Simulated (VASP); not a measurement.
# BaTiO3 (P4mm) in VASP: further runs, part 3 of 3

VASP 6.6.1. Earlier steps stand in the parts before.

## Step 4: Single point, PBEsol-based global hybrid

POSCAR reads:

```
BaTiO3
1.0
    3.9998000000      0.0000000000      0.0000000000
    0.0000000000      3.9998000000      0.0000000000
    0.0000000000      0.0000000000      4.0180000000
Ba Ti O
1 1 3
Direct
    0.0000000000      0.0000000000      0.0000000000
    0.5000000000      0.5000000000      0.4900000000
    0.0000000000      0.5000000000      0.5170000000
    0.5000000000      0.0000000000      0.5170000000
    0.5000000000      0.5000000000      0.0190000000
```

INCAR.step1 reads:

```
SYSTEM = BaTiO3
  PREC = Accurate
  ENCUT = 520
  EDIFF = 1E-5
  ISMEAR = -1
  SIGMA = 0.05
  LREAL = .FALSE.
  LASPH = .TRUE.
  NELM = 80
  ALGO = Normal
  ISIF = 2
  LWAVE = .TRUE.
  LCHARG = .FALSE.
  GGA = PE
  NBANDS = 28
  LUSENCCL = .FALSE.
```

INCAR.step2 reads:

```
SYSTEM = BaTiO3
  PREC = Accurate
  ENCUT = 520
  EDIFF = 1E-7
  ISMEAR = -1
  SIGMA = 0.05
  LREAL = .FALSE.
  LASPH = .TRUE.
  NELM = 80
  ALGO = Normal
  ISIF = 2
  LWAVE = .FALSE.
  LCHARG = .FALSE.
  GGA = PS
  LHFCALC = .TRUE.
  AEXX = 0.25
  PRECFOCK = Fast
  ISTART = 1
  NBANDS = 28
  LUSENCCL = .FALSE.
```

KPOINTS reads:

```
regular mesh
0
G
  4 4 4
  0 0 0
```

Potentials or basis: VASP PAW PBE potentials, release 64 (Ba_sv, Ti_sv, O).

Command:

```sh
> cat potpaw_PBE.64/Ba_sv/POTCAR potpaw_PBE.64/Ti_sv/POTCAR potpaw_PBE.64/O/POTCAR > POTCAR
> cp INCAR.step1 INCAR
> mpirun -np 1 vasp_std > vasp.out
> cp INCAR.step2 INCAR
> mpirun -np 1 vasp_std > vasp.out
```

OUTCAR:

```text
SYSTEM = BaTiO3
   PREC = Accurate
   ENCUT = 520
   EDIFF = 1E-7
   ISMEAR = -1
   LREAL = .FALSE.
   LASPH = .TRUE.
   NELM = 80
   ISIF = 2
   GGA = PS
   LHFCALC = .TRUE.
   AEXX = 0.25
   PRECFOCK = Fast
   ISTART = 1

 ion  position               nearest neighbor table
   1  0.000  0.000  0.000-   3 2.79   4 2.79   3 2.79   4 2.79   5 2.83   5 2.83   5 2.83   5 2.83
                             4 2.88   3 2.88   4 2.88   3 2.88   2 3.45   2 3.45   2 3.45   2 3.45
   2  0.500  0.500  0.490-   5 1.89   4 2.00   3 2.00   4 2.00   3 2.00   5 2.13   1 3.45   1 3.45
                             1 3.45   1 3.45   1 3.49   1 3.49   1 3.49   1 3.49
   3  0.000  0.500  0.517-   2 2.00   2 2.00   1 2.79   1 2.79   1 2.88   1 2.88
   4  0.500  0.000  0.517-   2 2.00   2 2.00   1 2.79   1 2.79   1 2.88   1 2.88
   5  0.500  0.500  0.019-   2 1.89   2 2.13   1 2.83   1 2.83   1 2.83   1 2.83

  LATTYP: Found a simple tetragonal cell.
 ALAT       =     3.9998000000
 C/A-ratio  =     1.0045502275

  Lattice vectors:

 A1 = (   3.9998000000,   0.0000000000,   0.0000000000)
 A2 = (   0.0000000000,   3.9998000000,   0.0000000000)
 A3 = (   0.0000000000,   0.0000000000,   4.0180000000)

Analysis of symmetry for initial positions (statically):
=====================================================================
 Subroutine PRICEL returns:
 Original cell was already a primitive cell.

 Routine SETGRP: Setting up the symmetry group for a
 simple tetragonal supercell.

 Subroutine GETGRP returns: Found  8 space group operations
 (whereof  8 operations were pure point group operations)
 out of a pool of 16 trial point group operations.

The static configuration has the point symmetry C_4v.

Analysis of symmetry for dynamics (positions and initial velocities):
[... 135 lines left out ...]
   GGA     = PS    functional components
   LHFCALC =     T    Hartree Fock is set to
   PRECFOCK=fast      Normal, Fast or Accurate (Low or Medium for compatibility)
   ENCUT4O =  -1.0   cutoff for four orbital integrals eV
   NKREDX  =     1    reduce k-point grid by
   NKREDY  =     1    reduce k-point grid by
   NKREDZ  =     1    reduce k-point grid by
   AEXX    =    0.2500 exact exchange contribution
   HFSCREEN=    0.0000 screening length (either q_TF or 0.3 A-1)
   HFSCREENC=   0.0000 screening length for correlation (either q_TF or 0.3 A-1)
   ENCUTFOCK=  -1.0 apply spherical cutoff to Coloumb kernel
   IVDW    =     0    specifies the selected vdW correction
   LEPSILON=     F    determine dielectric tensor
   LRPA    =     F    only Hartree local field effects (RPA)
 non-spin polarized calculation
  energy-cutoff  :      520.00
  volume of cell :       64.28
 maximum number of plane-waves:      1755
 NGX is ok and might be reduce to    30
  NGX = 16; NGY = 16; NGZ = 16

 number of electron      39.9999978 magnetization

 Free energy of the ion-electron system (eV)
  ---------------------------------------------------
  ext. energy  EPLUGINS =         0.00000000
  ---------------------------------------------------
  free energy    TOTEN  =       -52.67299930 eV

  energy without entropy =      -52.67299930  energy(sigma->0) =      -52.67299930

 E-fermi :   3.3518     XC(G=0):  -9.0459

 val. band max:        2.3018273271   @ k =   0.5000   0.5000   0.5000
 cond. band min:       6.1893271389   @ k =   0.0000   0.0000   0.0000
 fundamental gap:      3.8874998119
 Fermi energy:         3.3518197966

 k-point     1 :       0.0000    0.0000    0.0000
  band No.  band energies     occupation
      1     -58.5594      2.00000
      2     -33.2169      2.00000
      3     -33.1817      2.00000
      4     -33.1817      2.00000
      5     -23.8673      2.00000
      6     -16.1996      2.00000
[... 547 lines left out ...]
     27      12.5593      0.00000
     28      12.7246      0.00000

------------------------ aborting loop because EDIFF is reached ----------------------------------------

  FORCE on cell =-STRESS in cart. coord.  units (eV):
  Direction    XX          YY          ZZ          XY          YZ          ZX
  --------------------------------------------------------------------------------------
  -------------------------------------------------------------------------------------
  Total       -2.4908823     -2.4908823     -2.1665099      0.0000000      0.0000000      0.0000000
  in kB      -62.0836587    -62.0836587    -53.9988822      0.0000000      0.0000000      0.0000000
  external PRESSURE =     -59.3887332 kB  Pullay stress =       0.0000000 kB

 VOLUME and BASIS-vectors are now :
 -----------------------------------------------------------------------------
  energy-cutoff  :      520.00
  volume of cell :       64.28
      direct lattice vectors                 reciprocal lattice vectors
     3.999800000  0.000000000  0.000000000     0.250012501  0.000000000  0.000000000
     0.000000000  3.999800000  0.000000000     0.000000000  0.250012501  0.000000000
     0.000000000  0.000000000  4.018000000     0.000000000  0.000000000  0.248880040

 POSITION                                       TOTAL-FORCE (eV/Angst)
 -----------------------------------------------------------------------------------
      0.00000      0.00000      0.00000         0.000000      0.000000      0.054654
      1.99990      1.99990      1.96882         0.000000      0.000000     -0.340021
      0.00000      1.99990      2.07731         0.000000     -0.000000     -0.147973
      1.99990      0.00000      2.07731         0.000000      0.000000     -0.147973
      1.99990      1.99990      0.07634         0.000000     -0.000000      0.581314
 -----------------------------------------------------------------------------------
    total drift:                                0.000001      0.000001     -0.009384

  FREE ENERGIE OF THE ION-ELECTRON SYSTEM (eV)
  ---------------------------------------------------
  free  energy   TOTEN  =       -52.6729993009 eV

  energy  without entropy=      -52.6729993008  energy(sigma->0) =      -52.67299930
```

OUTCAR.step1:

```text
SYSTEM = BaTiO3
   PREC = Accurate
   ENCUT = 520
   EDIFF = 1E-5
   ISMEAR = -1
   LREAL = .FALSE.
[... 785 lines left out ...]
      0.00000      1.99990      2.07731        -0.000000     -0.000000     -0.089218
      1.99990      0.00000      2.07731        -0.000000     -0.000000     -0.089218
      1.99990      1.99990      0.07634        -0.000000     -0.000000      0.304485
 -----------------------------------------------------------------------------------
    total drift:                                0.000000      0.000000      0.001351

  FREE ENERGIE OF THE ION-ELECTRON SYSTEM (eV)
  ---------------------------------------------------
  free  energy   TOTEN  =       -39.9720727489 eV

  energy  without entropy=      -39.9720727462  energy(sigma->0) =      -39.97207275
```

OSZICAR.step1:

```text
N       E                     dE             d eps       ncg     rms          rms(c)
DAV:   1     0.437039468434E+03    0.43704E+03   -0.20803E+04  1008   0.154E+03
DAV:   2    -0.522932699960E+01   -0.44227E+03   -0.42357E+03  1188   0.426E+02
DAV:   3    -0.487237500665E+02   -0.43494E+02   -0.43112E+02  1440   0.132E+02
DAV:   4    -0.508265349428E+02   -0.21028E+01   -0.20980E+01  1472   0.246E+01
DAV:   5    -0.508920249091E+02   -0.65490E-01   -0.65478E-01  1388   0.340E+00    0.231E+01
DAV:   6    -0.401303028707E+02    0.10762E+02   -0.56323E+01  1352   0.663E+01    0.983E+00
DAV:   7    -0.401322529998E+02   -0.19501E-02   -0.10200E+01  1340   0.231E+01    0.676E+00
DAV:   8    -0.399629140539E+02    0.16934E+00   -0.64971E-01  1236   0.714E+00    0.348E+00
DAV:   9    -0.399955217240E+02   -0.32608E-01   -0.32840E-01  1404   0.474E+00    0.146E+00
DAV:  10    -0.399742779801E+02    0.21244E-01   -0.12241E-01  1140   0.368E+00    0.449E-01
DAV:  11    -0.399721369099E+02    0.21411E-02   -0.10185E-02  1272   0.626E-01    0.125E-01
DAV:  12    -0.399720976098E+02    0.39300E-04   -0.53504E-04  1192   0.164E-01    0.404E-02
DAV:  13    -0.399720683026E+02    0.29307E-04   -0.16915E-04  1160   0.141E-01    0.138E-02
DAV:  14    -0.399720727489E+02   -0.44463E-05   -0.27357E-05   980   0.370E-02
   1 F= -.39972073E+02 E0= -.39972073E+02  d E =-.272731E-08
```

Wall time 23 min (1 × NVIDIA H100 80GB with 1 thread of AMD EPYC 7R13 (Zen 3), shared host); peak memory 1.2 GiB.

What came out:

```yaml
Free_energy: -52.6730 eV
Pressure: -5.9 GPa
Largest_force: 0.581 eV/Å
Band_gap_on_the_k_mesh: 3.89 eV, indirect (least direct gap 4.14 eV)
```

Forces on the atoms (eV/Å):
```
Ba   0.000  0.000  0.055
Ti   0.000  0.000 -0.340
O    0.000  0.000 -0.148
O    0.000  0.000 -0.148
O    0.000  0.000  0.581
```

Stress tensor (GPa, compression positive):
```
-6.21  0.00  0.00
 0.00 -6.21  0.00
 0.00  0.00 -5.40
```

Levels at points of the mesh, in eV from the valence-band top:
| k point | band 16 | band 17 | band 18 | band 19 | band 20 | band 21 | band 22 | band 23 | band 24 | band 25 |
| --- | --- | --- | --- | --- | --- | --- | --- | --- | --- | --- |
| (0.00, 0.00, 0.00) | -1.33 | -1.23 | -0.29 | -0.26 | -0.26 | 3.89 | 4.10 | 4.10 | 6.12 | 6.21 |
| (0.50, 0.00, 0.00) | -2.09 | -1.96 | -1.86 | -1.00 | -0.91 | 4.26 | 5.84 | 5.87 | 6.18 | 8.21 |
| (0.50, 0.50, 0.00) | -2.95 | -2.00 | -1.03 | -1.03 | -0.09 | 5.88 | 5.88 | 6.39 | 6.91 | 10.21 |
| (0.00, 0.00, 0.50) | -2.09 | -2.08 | -2.08 | -0.75 | -0.75 | 4.07 | 5.90 | 5.90 | 6.12 | 8.36 |
| (0.50, 0.00, 0.50) | -2.90 | -1.94 | -0.97 | -0.95 | -0.18 | 5.87 | 5.92 | 6.36 | 7.05 | 10.18 |
| (0.50, 0.50, 0.50) | -2.60 | -2.57 | -0.09 | -0.09 | 0.00 | 6.63 | 6.63 | 6.65 | 8.84 | 8.99 |

Caveat: the PAW data sets were made with another functional, which shifts forces and pressure a little; spin-orbit coupling is left out, which moves the levels of the heavy elements.

## Step 5: Relaxation of cell and atoms, PBEsol, target pressure 5 GPa, at which the enthalpy is minimised

INCAR reads:

```
PREC = Accurate ; ENCUT = 600
EDIFF = 1E-7 ; ISMEAR = -1
SIGMA = 0.05 ; LREAL = False
LASPH = True ; NELM = 100
ALGO = Normal ; ISIF = 3
LWAVE = False ; LCHARG = False
GGA = PS ; IBRION = 2
NSW = 60 ; EDIFFG = -0.01
PSTRESS = 50.0
```

KPOINTS reads:

```
Automatic mesh
0
Gamma
  7 7 7
```

POSCAR is that of step 4.

Command:

```sh
> cat potpaw_PBE.64/Ba_sv/POTCAR potpaw_PBE.64/Ti_sv/POTCAR potpaw_PBE.64/O/POTCAR > POTCAR
> mpirun -np 1 vasp_std > vasp.out
```

Wall time 4.6 min (1 thread of Intel Xeon Platinum 8488C (Sapphire Rapids), shared host); peak memory 0.24 GiB.

The run converged. Its results:

```yaml
Free_energy: -41.9761 eV
Relaxed_volume: 12.36 Å³/atom
Relaxed_cell: a = 3.941 Å, b = 3.941 Å, c = 3.979 Å, α = 90.00°, β = 90.00°, γ = 90.00°
Space_group_after_relaxing_to_0.05_Å: P4mm (No. 99)
Energy_change_on_relaxing_the_enthalpy_is_what_falls: +3.5 meV/atom
Ionic_steps: 12
Pressure_after_relaxing: 5.0 GPa
Largest_force_after_relaxing: 0.010 eV/Å
Band_gap_on_the_k_mesh: 1.90 eV, indirect (least direct gap 2.05 eV)
```

Forces on the atoms (eV/Å):
```
Ba   0.000  0.000 -0.010
Ti   0.000  0.000  0.010
O    0.000  0.000 -0.001
O    0.000  0.000 -0.001
O    0.000  0.000  0.003
```

Stress tensor (GPa, compression positive):
```
5.05 0.00 0.00
0.00 5.05 0.00
0.00 0.00 4.97
```

Step by step:
```tsv
step	energy change (eV)	largest force (eV/Å)	pressure (GPa)	volume (Å³)
1	0.0000	0.3261	-2.16	64.28
2	0.1921	0.5294	15.37	59.08
3	0.0169	0.0747	4.97	61.87
4	0.0184	0.0750	5.12	61.82
5	0.0177	0.0529	5.11	61.80
6	0.0178	0.0445	5.11	61.80
7	0.0153	0.0238	4.89	61.87
8	0.0146	0.0171	4.83	61.89
9	0.0171	0.0296	5.08	61.81
10	0.0164	0.0233	5.02	61.83
11	0.0167	0.0152	5.02	61.82
12	0.0174	0.0098	5.02	61.80
```

Final structure:
```cif
data_structure
_symmetry_space_group_name_H-M 'P 1'
_symmetry_Int_Tables_number 1
_cell_length_a 3.9412
_cell_length_b 3.9412
_cell_length_c 3.9787
_cell_angle_alpha 90.000
_cell_angle_beta 90.000
_cell_angle_gamma 90.000
_cell_volume 61.80
loop_
_atom_site_label
_atom_site_type_symbol
_atom_site_fract_x
_atom_site_fract_y
_atom_site_fract_z
_atom_site_occupancy
Ba1 Ba 0.00000 0.00000 0.00336 1
Ti1 Ti 0.50000 0.50000 0.49094 1
O1 O 0.00000 0.50000 0.51435 1
O2 O 0.50000 0.00000 0.51435 1
O3 O 0.50000 0.50000 0.02000 1
```

Levels at points of the mesh, in eV from the valence-band top:
```tsv
k point	band 17	band 18	band 19	band 20	band 21	band 22	band 23	band 24
(0.00, 0.00, 0.00)	-1.13	-0.17	-0.15	-0.15	1.90	2.09	2.09	4.38
```

Caveat: the cell is relaxed towards a set pressure, so the enthalpy falls and the energy may rise; the PAW data sets were made with another functional, which shifts forces and pressure a little; spin-orbit coupling is left out, which moves the levels of the heavy elements. A k mesh can miss the band edges.

## Step 6: Summary

| task | level | potentials or basis | U | cell | k mesh | cutoff (eV) | smearing | grid for exact exchange (PRECFOCK) | share of exact exchange | gap on the mesh (eV) | pressure (GPa) | largest force (eV/Å) |
| --- | --- | --- | --- | --- | --- | --- | --- | --- | --- | --- | --- | --- |
| single point | LDA | VASP PAW LDA potentials, release 64 (Ba_sv, Ti_sv, O) | - | as given | 11 × 11 × 11 | 520 | gaussian 0.1 eV | - | - | 1.73 | -6.5 | 0.36 |
| single point | PBE+U | VASP PAW PBE potentials, release 64 (Ba_sv, Ti_sv, O) | Ti d U = 8.0 eV | as given | 7 × 7 × 7 | 520 | fermi-dirac 0.05 eV | - | - | 2.91 | 10.9 | 1.07 |
| single point | PBEsol-based global hybrid | VASP PAW PBE potentials, release 64 (Ba_sv, Ti_sv, O) | - | as given | 4 × 4 × 4 | 520 | fermi-dirac 0.05 eV | Fast | 0.25 | 3.89 | -5.9 | 0.58 |
| relaxation of cell and atoms | PBEsol | VASP PAW PBE potentials, release 64 (Ba_sv, Ti_sv, O) | - | relaxed to 5 GPa | 7 × 7 × 7 | 600 | fermi-dirac 0.05 eV | - | - | 1.90 | 5.0 | 0.01 |

Alike in all rows: no spin polarisation.

Caveats: spin-orbit coupling is left out, which moves the levels of the heavy elements; the PAW data sets were made with another functional, which shifts forces and pressure a little (some runs); forces of over 1 eV/Å act on the atoms, so gaps and moduli don't describe the material at rest (some runs); the cell is relaxed towards a set pressure, so the enthalpy falls and the energy may rise (some runs).

Absolute energies hang on the potentials; compare differences alone.
